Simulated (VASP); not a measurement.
# SnSe2 (P-3m1) in VASP: notebook, part 2 of 2

VASP 6.6.1.

### 4 Relaxation of cell and atoms, PBEsol

INCAR

```
SYSTEM = SnSe2
ALGO = Normal
EDIFF = 1E-6
EDIFFG = -0.005
ENCUT = 600
GGA = PS
IBRION = 2
ISIF = 3
ISMEAR = 0
LASPH = .TRUE.
LCHARG = .FALSE.
LREAL = .FALSE.
LWAVE = .FALSE.
NELM = 60
NSW = 60
PREC = Accurate
SIGMA = 0.01
```

KPOINTS

```
k-points
0
G
  6 6 4
  0 0 0
```

POSCAR

```
SnSe2
1.0
    3.8110000000      0.0000000000      0.0000000000
   -1.9055000000      3.3004228100      0.0000000000
    0.0000000000      0.0000000000      6.1360000000
Sn Se
1 2
Direct
    0.0000000000      0.0000000000      0.0000000000
    0.3333333343      0.6666666687      0.2490000000
    0.6666666672      0.3333333343      0.7510000000
```

Run with:

```sh
$ cat potpaw_PBE.64/Sn_d/POTCAR potpaw_PBE.64/Se/POTCAR > POTCAR
$ mpirun -np 1 vasp_std > vasp.out
```

Run time: 7.4 min. Hardware: 1 thread of Intel Xeon Platinum 8259CL at 2.50GHz (Skylake/Cascade Lake), shared host; peak memory 0.23 GiB.

Results (log left out):

```yaml
Free_energy: -12.9712 eV
Relaxed_volume: 25.94 Å³/atom
Relaxed_cell: a = 3.823 Å, b = 3.823 Å, c = 6.147 Å, α = 90.00°, β = 90.00°, γ = 120.00°
Space_group_after_relaxing_to_0.1_Å: P-3m1 (No. 164)
Energy_gained_by_relaxing: 12.6 meV/atom
Ionic_steps: 24
Pressure_after_relaxing: 0.0 GPa
Band_gap_on_the_k_mesh: 0.71 eV (least direct gap 0.95 eV)
```

Step by step:
```
step  energy change (eV)  largest force (eV/Å)  pressure (GPa)  volume (Å³)
   1              0.0000                0.6136            2.69        77.18
   2             -0.0121                0.2839           -2.39        82.09
   3             -0.0333                0.0933           -0.32        79.84
   4             -0.0333                0.1025           -0.26        79.79
   5             -0.0358                0.0612           -0.12        79.41
   6             -0.0364                0.0341           -0.02        79.17
   7             -0.0364                0.0288            0.00        79.12
   8             -0.0364                0.0273            0.00        79.11
   9             -0.0365                0.0184           -0.04        79.09
  10             -0.0368                0.0074           -0.17        79.03
  11             -0.0367                0.0579           -0.41        78.90
  12             -0.0368                0.0274           -0.28        78.98
  13             -0.0369                0.0272           -0.27        78.96
  14             -0.0370                0.0267           -0.24        78.90
  15             -0.0371                0.0250           -0.21        78.79
  16             -0.0374                0.0218           -0.20        78.57
  17             -0.0378                0.0149           -0.10        78.12
  18             -0.0376                0.0018            0.12        77.23
  19             -0.0379                0.0090            0.00        77.77
  20             -0.0379                0.0092           -0.02        77.79
  21             -0.0379                0.0056            0.01        77.80
  22             -0.0379                0.0058            0.03        77.83
  23             -0.0379                0.0005            0.02        77.82
  24             -0.0379                0.0009            0.00        77.81
```

Final structure:
```xyz
3
Lattice="3.8233 0.0000 0.0000 -1.9116 3.3111 0.0000 0.0000 0.0000 6.1468" Properties=species:S:1:pos:R:3 pbc="T T T"
Sn    0.0000    0.0000    0.0000
Se    0.0000    2.2074    1.5856
Se    1.9116    1.1037    4.5611
```

Levels at points of the mesh, in eV from the valence-band top:
```tsv
k point	band 9	band 10	band 11	band 12	band 13	band 14	band 15	band 16	band 17
(0.00, 0.00, 0.00)	-0.52	-0.52	-0.28	-0.28	-0.03	0.92	3.02	4.64	4.64
(0.50, 0.00, 0.00)	-4.30	-2.97	-2.46	-1.36	-0.21	1.19	3.65	5.20	5.21
(0.00, 0.00, 0.50)	-2.19	-0.64	-0.64	-0.08	-0.08	2.50	2.91	4.34	4.34
(0.50, 0.00, 0.50)	-4.83	-2.24	-1.96	-0.86	-0.68	0.71	4.04	4.64	5.75
```

Caveat: the PAW data sets were made with another functional, which shifts forces and pressure a little; spin-orbit coupling is left out, which moves the levels of the heavy elements; this functional lacks dispersion, which binds the layers, so the pressure and a relaxed spacing across them are unreliable.

### 5 Relaxation of cell and atoms, r2SCAN

POSCAR is that of step 4.

INCAR.step1

```
SYSTEM = SnSe2
PREC = Accurate ; ENCUT = 600
ISMEAR = 0 ; SIGMA = 0.01
LREAL = .FALSE. ; LASPH = .TRUE.
NELM = 100 ; GGA = PE
ALGO = Normal ; EDIFF = 1E-4
LWAVE = .TRUE. ; LCHARG = .FALSE.
```

INCAR.step2

```
SYSTEM = SnSe2
PREC = Accurate ; ENCUT = 600
EDIFF = 1E-7 ; ISMEAR = 0
SIGMA = 0.01 ; LREAL = .FALSE.
LASPH = .TRUE. ; NELM = 100
ALGO = Normal ; ISIF = 3
LWAVE = .FALSE. ; LCHARG = .FALSE.
METAGGA = R2SCAN ; LMIXTAU = .TRUE.
IBRION = 2 ; NSW = 60
EDIFFG = -0.005 ; ISTART = 1
```

KPOINTS

```
regular mesh
0
G
  6 6 4
  0 0 0
```

Run with:

```sh
$ cat potpaw_PBE.64/Sn_d/POTCAR potpaw_PBE.64/Se/POTCAR > POTCAR
$ cp INCAR.step1 INCAR
$ mpirun -np 1 vasp_std > vasp.out
$ cp INCAR.step2 INCAR
$ mpirun -np 1 vasp_std > vasp.out
```

Wall time 30 min (1 thread of Intel Xeon Platinum 8259CL at 2.50GHz (Skylake/Cascade Lake), shared host); peak memory 0.25 GiB.

Results (log left out):

```yaml
Free_energy: -54.6314 eV
Relaxed_volume: 27.78 Å³/atom
Relaxed_cell: a = 3.846 Å, b = 3.846 Å, c = 6.506 Å, α = 90.00°, β = 90.00°, γ = 120.00°
Space_group_after_relaxing_to_0.1_Å: P-3m1 (No. 164)
Energy_gained_by_relaxing: 17.5 meV/atom
Ionic_steps: 12
Pressure_after_relaxing: 0.0 GPa
Largest_force_after_relaxing: 0.005 eV/Å
Band_gap_on_the_k_mesh: 1.05 eV (least direct gap 1.47 eV)
```

Forces in eV/Å, atoms in the order of the input:
```
Sn   0.000  0.000  0.000
Se   0.000  0.000  0.005
Se   0.000  0.000 -0.005
```

Step by step:
| step | energy change (eV) | largest force (eV/Å) | pressure (GPa) | volume (Å³) |
| --- | --- | --- | --- | --- |
| 1 | 0.0000 | 0.5267 | 3.68 | 77.18 |
| 2 | -0.0065 | 0.5208 | -2.87 | 83.97 |
| 3 | -0.0451 | 0.0505 | -0.03 | 80.58 |
| 4 | -0.0451 | 0.0400 | 0.04 | 80.51 |
| 5 | -0.0463 | 0.0574 | 0.07 | 80.56 |
| 6 | -0.0475 | 0.0989 | 0.16 | 80.66 |
| 7 | -0.0485 | 0.0927 | 0.11 | 80.94 |
| 8 | -0.0508 | 0.0740 | -0.03 | 81.78 |
| 9 | -0.0523 | 0.0379 | -0.24 | 83.47 |
| 10 | -0.0506 | 0.1289 | 0.67 | 82.98 |
| 11 | -0.0526 | 0.0056 | -0.01 | 83.34 |
| 12 | -0.0526 | 0.0048 | -0.01 | 83.34 |

Final structure:
```xyz
3
Lattice="3.8459 0.0000 0.0000 -1.9229 3.3306 0.0000 0.0000 0.0000 6.5062" Properties=species:S:1:pos:R:3 pbc="T T T"
Sn    0.0000    0.0000    0.0000
Se    0.0000    2.2204    1.5720
Se    1.9229    1.1102    4.9342
```

Levels at points of the mesh, in eV from the valence-band top:
```tsv
k point	band 10	band 11	band 12	band 13	band 14	band 15	band 16	band 17
(0.00, 0.00, 0.00)	-0.53	-0.22	-0.19	-0.19	1.50	3.61	5.07	5.07
(0.50, 0.00, 0.00)	-2.62	-2.40	-0.93	-0.25	1.35	4.37	6.00	6.09
(0.00, 0.00, 0.50)	-0.58	-0.58	-0.10	-0.10	2.65	3.55	4.90	4.90
(0.50, 0.00, 0.50)	-2.29	-1.98	-0.67	-0.48	1.05	4.76	5.33	6.35
```

Caveat: the PAW data sets were made with another functional, which shifts forces and pressure a little; spin-orbit coupling is left out, which moves the levels of the heavy elements. A k mesh can miss the band edges.

### 6 Summary

```tsv
level	gap on the mesh (eV)	pressure (GPa)	relaxed volume (Å³/atom)
PBE+D3(BJ)	0.62	0.0	25.61
PBE+D4	0.62	0.0	25.56
PBEsol	0.71	0.0	25.94
r2SCAN	1.05	0.0	27.78
```

Alike in all rows: task relaxation of cell and atoms; potentials or basis VASP PAW PBE potentials, release 64 (Sn_d, Se); no spin polarisation; cell relaxed; k mesh 6 × 6 × 4; cutoff (eV) 600; smearing gaussian 0.01 eV.

Caveats: spin-orbit coupling is left out, which moves the levels of the heavy elements; the PAW data sets were made with another functional, which shifts forces and pressure a little (at least some runs); this functional lacks dispersion, which binds the layers, so the pressure and a relaxed spacing across them are unreliable (at least some runs).

Absolute energies hang on the potentials; compare differences alone.
